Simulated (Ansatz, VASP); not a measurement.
**Al3Cu in VASP and in Ansatz**

File POSCAR:

```
Al3Cu
1.0
    4.0146619405      0.0000000000      0.0000000000
    0.0000000000      4.0146619405      0.0000000000
    0.0000000000      0.0000000000      4.0146619405
Al Cu
3 1
Direct
    0.0000000000      0.5000000000      0.5000000000
    0.5000000000      0.0000000000      0.5000000000
    0.5000000000      0.5000000000      0.0000000000
    0.0000000000      0.0000000000      0.0000000000
```

Contents of INCAR.step1:

```
SYSTEM = Al3Cu
PREC = Accurate ; ENCUT = 520
ISMEAR = 0 ; SIGMA = 0.1
LREAL = .FALSE. ; LASPH = .TRUE.
NELM = 80 ; NBANDS = 18
GGA = PE ; ALGO = Normal
EDIFF = 1E-4 ; LWAVE = .TRUE.
LCHARG = .FALSE.
```

INCAR.step2

```
SYSTEM = Al3Cu
PREC = Accurate ; ENCUT = 520
EDIFF = 1E-6 ; ISMEAR = 0
SIGMA = 0.1 ; LREAL = .FALSE.
LASPH = .TRUE. ; NELM = 80
ALGO = Normal ; ISIF = 2
LWAVE = .FALSE. ; LCHARG = .FALSE.
METAGGA = R2SCAN ; LMIXTAU = .TRUE.
NBANDS = 18 ; ISTART = 1
```

KPOINTS

```
regular mesh
0
G
  12 12 12
  0 0 0
```

Input for Ansatz:

```yaml
crystal:
  lattice:
    - [4.0146619405, 0.0, 0.0]
    - [0.0, 4.0146619405, 0.0]
    - [0.0, 0.0, 4.0146619405]
  atoms:
    - { symbol: Al, position: [0.0, 0.5, 0.5] }
    - { symbol: Al, position: [0.5, 0.0, 0.5] }
    - { symbol: Al, position: [0.5, 0.5, 0.0] }
    - { symbol: Cu, position: [0.0, 0.0, 0.0] }
basis:
  ecutwfc: 500
kpoints:
  mp_grid: { grid: [12, 12, 12] }
hamiltonian:
  xc: r2scan
scf:
  occupations: { method: gaussian, width: 0.1 }
output:
  forces: true
  stress: true
  eigenvalues: true
```

Alike in both runs: task single point; functional r2SCAN; k mesh 12 × 12 × 12; occupations gaussian, width 0.1 eV; no spin polarisation.

```csv
,VASP,Ansatz
version,VASP 6.6.1,Ansatz 0.2.0
potentials or method,"VASP PAW PBE potentials, release 64 (Al, Cu), cutoff 520 eV","scalar-relativistic, plane waves, PAW"
valence electrons in the cell,20,28
```

|  | VASP | Ansatz | Ansatz less VASP |
| --- | --- | --- | --- |
| gap on the k mesh at the Fermi level (eV) | none | none | - |
| pressure (GPa) | -8.3 | -8.2 | +0.08 |

VASP's potentials were made for PBE, not for r2SCAN. A gap of «none» marks a metal or a gap that the smearing closes. VASP's potentials hold 20 valence electrons a cell and Ansatz's 28, so a difference there can come from the potentials and not from the codes.
